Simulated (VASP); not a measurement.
Wanted: the native input for a VASP 6.6.1 run.

```
Task                   : single point
Functional             : PBE
Potentials or basis    : VASP PAW PBE potentials, release 64 (Ni, O)
Cutoff                 : 600 eV
k mesh                 : 8 × 8 × 6
Occupations            : gaussian, width 0.05 eV
Spin                   : collinear spin, antiferromagnetic start
Starting moments       : [2.0, -2.0, 0.0, 0.0] μB
Hubbard terms          : Ni d U = 6.2 eV
Dipole correction      : no
Further INCAR settings : ALGO = Normal; EDIFF = 1e-06; NBANDS = 28
```

The structure of NiO lies in POSCAR:

```
NiO
1.0
    1.5090321892      0.8712401407      2.4634136910
   -1.5090321892      2.6137204220      0.0000000000
   -3.0180643784     -1.7424802813      2.4634136910
Ni O
2 2
Direct
    1.0000000000      0.0000000000      0.0000000000
    1.5000000000      0.5000000000      0.5000000000
    1.0000000000      0.0000000000      0.5000000000
    1.5000000000      0.5000000000      1.0000000000
```

The input as run:

INCAR

```
PREC     = Accurate       # precision mode
ENCUT    = 600            # plane-wave cutoff, eV
EDIFF    = 1E-6           # SCF threshold, eV
ISMEAR   = 0              # smearing method
SIGMA    = 0.05           # smearing width, eV
LREAL    = F              # projectors in reciprocal space
LASPH    = T              # aspherical terms in the spheres
NELM     = 200            # most SCF steps
ALGO     = Normal         # electronic algorithm
ISIF     = 2              # what is computed and relaxed
LWAVE    = F              # write WAVECAR
LCHARG   = T              # write CHGCAR
ISPIN    = 2              # spin polarisation
MAGMOM   = 2 -2 0 0       # initial moments
LORBIT   = 11             # projections on sites
LMAXMIX  = 4              # l up to which the mixer works
LDAU     = T              # DFT+U
LDAUTYPE = 2            
LDAUL    = 2 -1           # shell
LDAUU    = 6.2 0          # U, eV
LDAUJ    = 0 0          
LDAUPRINT= 1            
GGA      = PE             # functional
LELF     = T              # ELF
LVHAR    = T            
NBANDS   = 28             # bands
GGA_COMPAT= F
```

KPOINTS

```
Automatic mesh
0
Gamma
  8 8 6
```

Potentials or basis: VASP PAW PBE potentials, release 64 (Ni, O).

Run with:

```console
$ cat potpaw_PBE.64/Ni/POTCAR potpaw_PBE.64/O/POTCAR > POTCAR
$ mpirun -np 1 vasp_std > vasp.out
```

Results of the run:

- Pressure: -8.3 GPa
- Band gap on the k mesh: 2.43 eV
- Net moment: 0.00 μB per cell
- Site moments: Ni +1.84, -1.84; O -0.06, +0.06 μB
- Valence electrons inside the program's atomic spheres: Ni 8.87; O 5.00

Run time: 5.9 min on 1 thread of Intel Xeon 8259CL, on a shared host, peak memory 0.35 GiB.
